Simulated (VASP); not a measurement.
# PbF2 (Fm-3m) in VASP: further runs, part 2 of 2

VASP 6.6.1.

## 3. Relaxation of cell and atoms, PBE

This run uses another cell than the first one, of 17.46 Å³/atom, 0.970 times its volume.

Contents of INCAR:

```
PREC = Accurate
ENCUT = 600
EDIFF = 1E-6
ISMEAR = 0
SIGMA = 0.02
LREAL = F
LASPH = T
NELM = 100
ALGO = Normal
ISIF = 3
LWAVE = F
LCHARG = F
GGA = PE
IBRION = 2
NSW = 100
EDIFFG = -0.005
```

Contents of KPOINTS:

```
regular mesh
0
Gamma
  8 8 8
```

Contents of POSCAR:

```
PbF2
1.0
    0.0000000000      2.9698479669      2.9698479669
    2.9698479669      0.0000000000      2.9698479669
    2.9698479669      2.9698479669      0.0000000000
Pb F
1 2
Direct
    0.0000000000      0.0000000000      0.0000000000
    0.2500000000      0.2500000000      0.2500000000
    0.7500000000      0.7500000000      0.7500000000
```

Potentials or basis: VASP PAW PBE potentials, release 64 (Pb_d, F).

Launch:

```bash
cat potpaw_PBE.64/Pb_d/POTCAR potpaw_PBE.64/F/POTCAR > POTCAR
mpirun -np 1 vasp_std > vasp.out
```

Run time: 66 s. Hardware: 1 thread of Intel Xeon Platinum 8488C (Sapphire Rapids), shared host; peak memory 0.22 GiB.

It converged, with:

| Quantity | Value |
| --- | --- |
| Free energy | -14.3512 eV |
| Relaxed volume | 17.95 Å³/atom |
| Relaxed cell | a = 4.238 Å, b = 4.238 Å, c = 4.238 Å, α = 60.00°, β = 60.00°, γ = 60.00° |
| Space group after relaxing (to 0.05 Å) | Fm-3m (No. 225) |
| Energy gained by relaxing | 2.9 meV/atom |
| Ionic steps | 3 |
| Pressure after relaxing | 0.0 GPa |
| Band gap on the k mesh | 4.42 eV, indirect (least direct gap 4.56 eV) |

The path:
| step | energy change (eV) | largest force (eV/Å) | pressure (GPa) | volume (Å³) |
| --- | --- | --- | --- | --- |
| 1 | 0.0000 | 0.0000 | 1.95 | 52.39 |
| 2 | -0.0085 | 0.0000 | -0.22 | 54.02 |
| 3 | -0.0086 | 0.0000 | 0.01 | 53.84 |

Final structure:
```
CELL_PARAMETERS angstrom
0.00000 2.99700 2.99700
2.99700 0.00000 2.99700
2.99700 2.99700 0.00000
ATOMIC_POSITIONS crystal
Pb 0.00000 0.00000 0.00000
F 0.25000 0.25000 0.25000
F 0.75000 0.75000 0.75000
```

Levels at points of the mesh, in eV from the valence-band top:
```
           k point  band 11  band 12  band 13  band 14  band 15  band 16  band 17  band 18
(0.00, 0.00, 0.00)    -2.26    -1.77    -1.77    -1.77     6.74     6.74     6.74    10.55
(0.50, 0.00, 0.00)    -2.44    -1.94    -1.94    -0.01     5.03     7.56     7.56    13.17
(0.50, 0.50, 0.00)    -1.37    -1.37    -1.37    -0.14     4.42     7.78     7.78     9.03
```

Caveat: spin-orbit coupling is left out, which moves the levels of the heavy elements. PBE gaps usually lie below the measured ones, often by a third to a half.

## 4. Single point, PBE, non-collinear spin, zero start, spin-orbit coupling

Contents of INCAR:

```
SYSTEM = PbF2
PREC     = Accurate       ! precision mode
ENCUT    = 520            ! plane-wave cutoff, eV
EDIFF    = 1E-6           ! SCF threshold, eV
ISMEAR   = 0              ! smearing method
SIGMA    = 0.02           ! smearing width, eV
LREAL    = .False.        ! projectors in reciprocal space
LASPH    = .True.         ! aspherical terms in the spheres
NELM     = 150            ! most SCF steps
ALGO     = Normal         ! electronic algorithm
ISIF     = 2              ! what is computed and relaxed
LWAVE    = .False.        ! write WAVECAR
LCHARG   = .False.        ! write CHGCAR
MAGMOM   = 0 0 0 0 0 0 0 0 0 ! initial moments
LORBIT   = 11             ! projections on sites
LSORBIT  = .True.         ! spin-orbit coupling
GGA_COMPAT= .False.      
LORBMOM  = .True.       
GGA      = PE             ! functional
NBANDS   = 41             ! bands
```

Contents of KPOINTS:

```
Automatic mesh
0
Gamma
  8 8 8
  0 0 0
```

Contents of POSCAR:

```
PbF2
1.0
    0.0000000000      3.0000716021      3.0000716021
    3.0000716021      0.0000000000      3.0000716021
    3.0000716021      3.0000716021      0.0000000000
Pb F
1 2
Direct
    0.0000000000      0.0000000000      0.0000000000
    0.2500000000      0.2500000000      0.2500000000
    0.7500000000      0.7500000000      0.7500000000
```

Potentials or basis: VASP PAW PBE potentials, release 64 (Pb_d, F).

Launch:

```bash
cat potpaw_PBE.64/Pb_d/POTCAR potpaw_PBE.64/F/POTCAR > POTCAR
mpirun -np 1 vasp_ncl > vasp.out
```

OUTCAR:

```text
SYSTEM = PbF2
   PREC = Accurate
   ENCUT = 520
   EDIFF = 1E-6
   ISMEAR = 0
   LREAL = .False.
   LASPH = .True.
   NELM = 150
   ISIF = 2
   LORBIT = 11
   LSORBIT = .True.
   GGA = PE

 ion  position               nearest neighbor table
   1  0.000  0.000  0.000-   3 2.60   3 2.60   3 2.60   2 2.60   2 2.60   2 2.60   3 2.60   2 2.60

   2  0.250  0.250  0.250-   1 2.60   1 2.60   1 2.60   1 2.60
   3  0.750  0.750  0.750-   1 2.60   1 2.60   1 2.60   1 2.60

  LATTYP: Found a face centered cubic cell.
 ALAT       =     6.0001432042

  Lattice vectors:

 A1 = (   0.0000000000,   3.0000716021,   3.0000716021)
 A2 = (   3.0000716021,   0.0000000000,   3.0000716021)
[... 1356 lines left out ...]
     0.0000000     0.0000000     0.0000000     0.0000000     0.0000000     0.0000000     0.0000000
     0.0000000     0.0000000     0.0000000     0.0000000     0.0000000     0.0000000     0.0000000
     0.0000000     0.0000000     0.0000000     0.0000000     0.0000000     0.0000000     0.0000000
     0.0000000     0.0000000     0.0000000     0.0000000     0.0000000     0.0000000     0.0000000
     0.0000000     0.0000000     0.0000000     0.0000000     0.0000000     0.0000000     0.0000000
     0.0000000     0.0000000     0.0000000     0.0000000     0.0000000     0.0000000     0.0000000

 total charge

# of ion       s       p       d       tot
------------------------------------------
    1        1.549   0.281   9.864  11.695
    2        1.741   4.316   0.000   6.058
    3        1.741   4.316   0.000   6.058
--------------------------------------------------
tot          5.032   8.914   9.864  23.811

 magnetization (x)

# of ion       s       p       d       tot
------------------------------------------
    1        0.000  -0.000   0.000  -0.000
    2       -0.000   0.000   0.000   0.000
    3       -0.000   0.000   0.000   0.000
--------------------------------------------------
tot         -0.000   0.000   0.000   0.000

 magnetization (y)

# of ion       s       p       d       tot
------------------------------------------
    1        0.000   0.000   0.000   0.000
    2        0.000   0.000   0.000   0.000
    3        0.000   0.000   0.000   0.000
--------------------------------------------------
tot          0.000   0.000   0.000   0.000

 magnetization (z)

# of ion       s       p       d       tot
------------------------------------------
    1        0.000   0.000   0.000   0.000
    2        0.000   0.000   0.000   0.000
    3        0.000   0.000   0.000   0.000
--------------------------------------------------
tot          0.000   0.000   0.000   0.000
```

It took 1.7 min on 1 thread of Intel Xeon Platinum 8488C (Sapphire Rapids), shared host; peak memory 0.35 GiB.

What came out:

| Item | Value |
| --- | --- |
| Free energy | -14.6245 eV |
| Pressure | -0.3 GPa |
| Net moment | 0.00 μB per cell |
| Valence electrons inside the program's atomic spheres | Pb 11.70; F 6.06 |

Moments on the atoms (μB; x, y, z):
```
Pb  0.00 0.00 0.00
F   0.00 0.00 0.00
F   0.00 0.00 0.00
```

## 5. Summary

```csv
task,spin,cell,cutoff (eV),gap on the mesh (eV),pressure (GPa)
single point,off,"a = 4.243 Å, angles 60.0°, 3 atoms",520,4.42,-0.2
relaxation of cell and atoms,off,"relaxed from a = 4.200 Å, angles 60.0°, 3 atoms",600,4.42,0.0
single point,"non-collinear, zero start, SOC","a = 4.243 Å, angles 60.0°, 3 atoms",520,-,-0.3
```

Alike in all rows: level PBE; potentials or basis VASP PAW PBE potentials, release 64 (Pb_d, F); k mesh 8 × 8 × 8; smearing gaussian 0.02 eV.

Caveats: spin-orbit coupling is left out, which moves the levels of the heavy elements (some runs).

Absolute energies hang on the potentials; compare differences alone.
